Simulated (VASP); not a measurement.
# Ti (P6/mmm) in VASP: single point with PBEsol

Aim: the single point of Ti with PBEsol.

Everything below comes from runs of VASP 6.6.1. Logs are shortened: lines on timing, memory, paths and dates and some standing lists are left out, and cuts for length are marked.

## Step 1: The cell of the first run

The structure is hexagonal, space group P6/mmm (No. 191). Conventional cell: a = 4.600 Å, b = 4.600 Å, c = 2.820 Å, α = 90.00°, β = 90.00°, γ = 120.00°. Within 3.7 Å of Ti (site symmetry 6/mmm) lie 14 Ti at 2.82 to 3.01 Å. Ti (site symmetry -6m2) has 11 Ti at 2.66 to 3.01 Å within 3.5 Å.

## Step 2: Single point, PBEsol

File INCAR:

```
PREC = Accurate
ENCUT = 520
EDIFF = 1E-6
ISMEAR = -1
SIGMA = 0.05
LREAL = False
LASPH = True
NELM = 100
ALGO = Normal
ISIF = 2
LWAVE = False
LCHARG = False
GGA = PS
NBANDS = 25
```

File KPOINTS:

```
Automatic mesh
0
Gamma
  6 6 8
```

File POSCAR:

```
Ti
1.0
    4.6000000000      0.0000000000      0.0000000000
   -2.3000000000      3.9837170000      0.0000000000
    0.0000000000      0.0000000000      2.8200000000
Ti
3
Direct
    0.0000000000      0.0000000000      0.0000000000
    0.3333330000      0.6666670000      0.5000000000
    0.6666670000      0.3333330000      0.5000000000
```

Potentials or basis: VASP PAW PBE potentials, release 64 (Ti_sv).

Launch:

```console
$ cat potpaw_PBE.64/Ti_sv/POTCAR > POTCAR
$ mpirun -np 1 vasp_std > vasp.out
```

OUTCAR:

```text
PREC = Accurate
   ENCUT = 520
   EDIFF = 1E-6
   ISMEAR = -1
   LREAL = False
   LASPH = True
   NELM = 100
   ISIF = 2
   GGA = PS

 ion  position               nearest neighbor table
   1  0.000  0.000  0.000-
   2  0.333  0.667  0.500-   3 2.66   3 2.66   3 2.66
   3  0.667  0.333  0.500-   2 2.66   2 2.66   2 2.66

  LATTYP: Found a hexagonal cell.
 ALAT       =     4.6000000000
 C/A-ratio  =     0.6130434783

  Lattice vectors:

 A1 = (   4.6000000000,   0.0000000000,   0.0000000000)
 A2 = (  -2.3000000000,   3.9837170000,   0.0000000000)
 A3 = (   0.0000000000,   0.0000000000,   2.8200000000)

Analysis of symmetry for initial positions (statically):
=====================================================================
 Subroutine PRICEL returns:
 Original cell was already a primitive cell.

 Routine SETGRP: Setting up the symmetry group for a
 hexagonal supercell.

 Subroutine GETGRP returns: Found 24 space group operations
 (whereof 24 operations were pure point group operations)
 out of a pool of 24 trial point group operations.

The static configuration has the point symmetry D_6h.

Analysis of symmetry for dynamics (positions and initial velocities):
=====================================================================
 Subroutine PRICEL returns:
 Original cell was already a primitive cell.

 Routine SETGRP: Setting up the symmetry group for a
 hexagonal supercell.

 Subroutine GETGRP returns: Found 24 space group operations
 (whereof 24 operations were pure point group operations)
 out of a pool of 24 trial point group operations.

The dynamic configuration has the point symmetry D_6h.

 Subroutine INISYM returns: Found 24 space group operations
 (whereof 24 operations are pure point group operations),
 and found     1 'primitive' translations

----------------------------------------------------------------------------------------

                                     Primitive cell

  volume of cell :      51.6768

  direct lattice vectors                    reciprocal lattice vectors
     4.600000000  0.000000000  0.000000000     0.217391304  0.125510924  0.000000000
    -2.300000000  3.983717000  0.000000000     0.000000000  0.251021847  0.000000000
     0.000000000  0.000000000  2.820000000     0.000000000  0.000000000  0.354609929

  length of vectors
     4.600000000  4.600000123  2.820000000     0.251021854  0.251021847  0.354609929

  position of ions in fractional coordinates (direct lattice)
     0.000000000  0.000000000  0.000000000
     0.333333000  0.666667000  0.500000000
     0.666667000  0.333333000  0.500000000

  ion indices of the primitive-cell ions
   primitive index   ion index
                 1           1
                 2           2
                 3           3

----------------------------------------------------------------------------------------

 KPOINTS: Automatic mesh

Automatic generation of k-mesh.
 Grid dimensions read from file:
 generate k-points for:    6    6    8

 Generating k-lattice:

  Cartesian coordinates                     Fractional coordinates (reciprocal lattice)
     0.036231884  0.020918487  0.000000000     0.166666667 -0.000000000  0.000000000
     0.000000000  0.041836975  0.000000000     0.000000000  0.166666667  0.000000000
     0.000000000  0.000000000  0.044326241     0.000000000  0.000000000  0.125000000

  Length of vectors
     0.041836976  0.041836975  0.044326241

  Shift w.r.t. Gamma in fractional coordinates (k-lattice)
     0.000000000  0.000000000  0.000000000

 Subroutine IBZKPT returns following result:
 ===========================================

 Found     35 irreducible k-points:

 Following reciprocal coordinates:
            Coordinates               Weight
  0.000000  0.000000  0.000000      1.000000
  0.166667  0.000000  0.000000      6.000000
  0.333333  0.000000  0.000000      6.000000
  0.500000 -0.000000  0.000000      3.000000
  0.166667  0.166667  0.000000      6.000000
  0.333333  0.166667  0.000000     12.000000
[... 16 lines left out ...]
  0.166667  0.000000  0.375000     12.000000
  0.333333  0.000000  0.375000     12.000000
 [... further k-points ...]
   k-points           NKPTS =     35   k-points in BZ     NKDIM =     35   number of bands    NBANDS=     25
   number of dos      NEDOS =    301   number of ions     NIONS =      3
   total plane-waves  NPLWV =  31104
   dimension x,y,z NGX =    36 NGY =   36 NGZ =   24
   dimension x,y,z NGXF=    72 NGYF=   72 NGZF=   48
   ions per type =               3
   NGX,Y,Z   is equivalent  to a cutoff of  13.01, 13.01, 14.15 a.u.
   NGXF,Y,Z  is equivalent  to a cutoff of  26.02, 26.02, 28.30 a.u.
 SYSTEM =  unknown system
   PREC   = accura    normal or accurate (medium, high low for compatibility)
   ISTART =      0    job   : 0-new  1-cont  2-samecut
   ICHARG =      2    charge: 1-file 2-atom 10-const
   ISPIN  =      1    spin polarized calculation?
   LNONCOLLINEAR =      F non collinear calculations
   LSORBIT =      F    spin-orbit coupling
   LASPH  =      T    aspherical Exc in radial PAW
   ENCUT  =  520.0 eV  38.22 Ry    6.18 a.u.   8.55  8.55  5.24*2*pi/ulx,y,z
   NELM   =    100;   NELMIN=  2; NELMDL= -5     # of ELM steps
   EDIFF  = 0.1E-05   stopping-criterion for ELM
   LREAL  =      F    real-space projection
   EDIFFG = 0.1E-04   stopping-criterion for IOM
   NSW    =      0    number of steps for IOM
   IBRION =     -1    ionic relax: 0-MD 1-quasi-New 2-CG
   NFREE  =      0    steps in history (QN), initial steepest desc. (CG)
   ISIF   =      2    stress and relaxation
   ISYM   =      2    0-nonsym 1-usesym 2-fastsym
   POTIM  = 0.5000    time-step for ionic-motion
   TEBEG  =    0.0;   TEEND  =   0.0 temperature during run
   PSTRESS=    0.0 pullay stress
   NELECT =      36.0000    total number of electrons
   NUPDOWN=      -1.0000    fix difference up-down
   EMIN   =  10.00;   EMAX   =-10.00  energy-range for DOS
   EFERMI =   0.00;   METHOD = LEGACY
   ISMEAR =    -1;   SIGMA  =   0.05  broadening in eV -4-tet -1-fermi 0-gaus
   EFERMI_NEDOS =   21; number of points for ismear=-14 and -15
   IALGO  =     38    algorithm
   IMIX   =      4    mixing-type and parameters
     AMIX     =   0.40;   BMIX     =  1.00
     AMIX_MAG =   1.60;   BMIX_MAG =  1.00
  volume/ion in A,a.u.               =      17.23       116.24
  Fermi-wavevector in a.u.,A,eV,Ry     =   1.451255  2.742475 28.655806  2.106142
  Thomas-Fermi vector in A             =   2.568774
   LORBIT       =      0    0 simple, 1 ext, 2 COOP (PROOUT), +10 PAW based schemes
   GGA     = PS    functional components
   LHFCALC =     F    Hartree Fock is set to
   AEXX    =    0.0000 exact exchange contribution
   IVDW    =     0    specifies the selected vdW correction
   LEPSILON=     F    determine dielectric tensor
   LRPA    =     F    only Hartree local field effects (RPA)
 non-spin polarized calculation
  energy-cutoff  :      520.00
  volume of cell :       51.68
 maximum number of plane-waves:      1424
 NGX is ok and might be reduce to    36
   NGX = 17   NGY = 17   NGZ = 11

 number of electron      35.9999981 magnetization

 Free energy of the ion-electron system (eV)
  ---------------------------------------------------
  ext. energy  EPLUGINS =         0.00000000
  ---------------------------------------------------
  free energy    TOTEN  =       -25.02325337 eV

  energy without entropy =      -24.99864507  energy(sigma->0) =      -25.01094922

 E-fermi :   8.1668     XC(G=0): -11.6755

 val. band max:        8.1396580886   @ k =   0.3333   0.3333   0.2500
 cond. band min:       8.2208476171   @ k =   0.5000  -0.0000   0.0000
 fundamental gap:      0.0811895285
 Fermi energy:         8.1668330013

 k-point     1 :       0.0000    0.0000    0.0000
  band No.  band energies     occupation
      1     -48.4843      2.00000
      2     -48.2317      2.00000
      3     -48.0743      2.00000
      4     -24.8954      2.00000
      5     -24.8954      2.00000
      6     -24.7860      2.00000
[... 17 lines left out ...]
     24      10.0358      0.00000
     25      10.1210      0.00000

 k-point     2 :       0.1667    0.0000    0.0000
  band No.  band energies     occupation
      1     -48.4809      2.00000
      2     -48.2252      2.00000
      3     -48.0845      2.00000
      4     -24.9573      2.00000
      5     -24.9331      2.00000
      6     -24.7225      2.00000
[... 17 lines left out ...]
     24       9.7530      0.00000
     25      10.5633      0.00000

 k-point     3 :       0.3333    0.0000    0.0000
  band No.  band energies     occupation
      1     -48.4743      2.00000
      2     -48.2062      2.00000
      3     -48.1107      2.00000
      4     -25.0266      2.00000
      5     -24.9162      2.00000
      6     -24.6499      2.00000
[... 17 lines left out ...]
     24      10.2354      0.00000
     25      10.8551      0.00000

 k-point     4 :       0.5000   -0.0000    0.0000
  band No.  band energies     occupation
      1     -48.4713      2.00000
      2     -48.1895      2.00000
      3     -48.1309      2.00000
      4     -25.0527      2.00000
      5     -24.8679      2.00000
      6     -24.6632      2.00000
[... 17 lines left out ...]
     24      10.2420      0.00000
     25      10.7944      0.00000

 k-point     5 :       0.1667    0.1667    0.0000
  band No.  band energies     occupation
      1     -48.4760      2.00000
      2     -48.2119      2.00000
      3     -48.1032      2.00000
      4     -24.9725      2.00000
      5     -24.9682      2.00000
      6     -24.6952      2.00000
[... 17 lines left out ...]
     24      10.0474      0.00000
     25      10.9535      0.00000

 k-point     6 :       0.3333    0.1667    0.0000
  band No.  band energies     occupation
      1     -48.4714      2.00000
      2     -48.1884      2.00000
      3     -48.1318      2.00000
      4     -25.0059      2.00000
      5     -24.9080      2.00000
      6     -24.7427      2.00000
[... 17 lines left out ...]
     24      10.3533      0.00000
     25      10.6019      0.00000
[... 393 lines left out ...]
 k-point    21 :       0.3333    0.3333    0.2500
  band No.  band energies     occupation
      1     -48.4416      2.00000
      2     -48.1317      2.00000
      3     -48.1317      2.00000
      4     -24.9013      2.00000
      5     -24.8806      2.00000
      6     -24.8806      2.00000
[... 17 lines left out ...]
     24      10.8512      0.00000
     25      11.0425      0.00000

 k-point    22 :       0.0000    0.0000    0.3750
  band No.  band energies     occupation
      1     -48.4237      2.00000
      2     -48.1921      2.00000
      3     -48.0266      2.00000
      4     -24.8645      2.00000
      5     -24.8074      2.00000
      6     -24.8074      2.00000
[... 17 lines left out ...]
     24      10.9700      0.00000
     25      11.3123      0.00000

 k-point    23 :       0.1667    0.0000    0.3750
  band No.  band energies     occupation
      1     -48.4231      2.00000
      2     -48.1829      2.00000
      3     -48.0366      2.00000
      4     -24.8923      2.00000
      5     -24.8448      2.00000
      6     -24.8276      2.00000
[... 17 lines left out ...]
     24      11.0366      0.00000
     25      11.0561      0.00000

 k-point    24 :       0.3333    0.0000    0.3750
  band No.  band energies     occupation
      1     -48.4220      2.00000
      2     -48.1586      2.00000
      3     -48.0623      2.00000
      4     -24.9296      2.00000
      5     -24.8879      2.00000
      6     -24.8588      2.00000
[... 17 lines left out ...]
     24      10.9409      0.00000
     25      11.0270      0.00000

 [... further k-points ...]
[... 5 lines left out ...]
  --------------------------------------------------------------------------------------
  -------------------------------------------------------------------------------------
  Total       -1.7931664     -1.7931665     -1.2597276      0.0000000      0.0000000     -0.0000000
  in kB      -55.5950032    -55.5950072    -39.0563636      0.0000000      0.0000000     -0.0000000
  external PRESSURE =     -50.0821247 kB  Pullay stress =       0.0000000 kB

 VOLUME and BASIS-vectors are now :
 -----------------------------------------------------------------------------
  energy-cutoff  :      520.00
  volume of cell :       51.68
      direct lattice vectors                 reciprocal lattice vectors
     4.600000000  0.000000000  0.000000000     0.217391304  0.125510924  0.000000000
    -2.300000000  3.983717000  0.000000000     0.000000000  0.251021847  0.000000000
     0.000000000  0.000000000  2.820000000     0.000000000  0.000000000  0.354609929

 POSITION                                       TOTAL-FORCE (eV/Angst)
 -----------------------------------------------------------------------------------
      0.00000      0.00000      0.00000         0.000000      0.000000      0.000000
     -0.00000      2.65581      1.41000        -0.000000      0.000000      0.000000
      2.30000      1.32790      1.41000         0.000000     -0.000000      0.000000
 -----------------------------------------------------------------------------------
    total drift:                                0.000000      0.000000      0.000000

  FREE ENERGIE OF THE ION-ELECTRON SYSTEM (eV)
  ---------------------------------------------------
  free  energy   TOTEN  =       -25.0232533717 eV

  energy  without entropy=      -24.9986450748  energy(sigma->0) =      -25.01094922
```

Wall time 52 s (1 thread of AMD EPYC 7R13 (Zen 3), shared host); peak memory 0.16 GiB.

Results:

```yaml
Free_energy: -25.0233 eV
Pressure: -5.0 GPa
Band_gap_on_the_k_mesh: zero (band 18 reaches 8.24 eV, above the bottom of band 19 at 8.09 eV)
```

Levels at points of the mesh, in eV from the Fermi level:
```tsv
k point	band 15	band 16	band 17	band 18	band 19	band 20	band 21	band 22
(0.00, 0.00, 0.00)	-0.71	-0.71	-0.61	-0.61	-0.08	0.63	1.28	1.28
(0.50, 0.00, 0.00)	-2.60	-0.41	-0.39	-0.36	0.05	0.49	1.07	1.11
(0.00, 0.00, 0.50)	-2.05	-1.67	-1.58	-1.58	1.02	1.02	1.25	1.25
(0.50, 0.00, 0.50)	-1.67	-1.14	-0.66	-0.58	0.36	0.83	0.94	1.05
```

Caveat: the PAW data sets were made with another functional, which shifts forces and pressure a little.
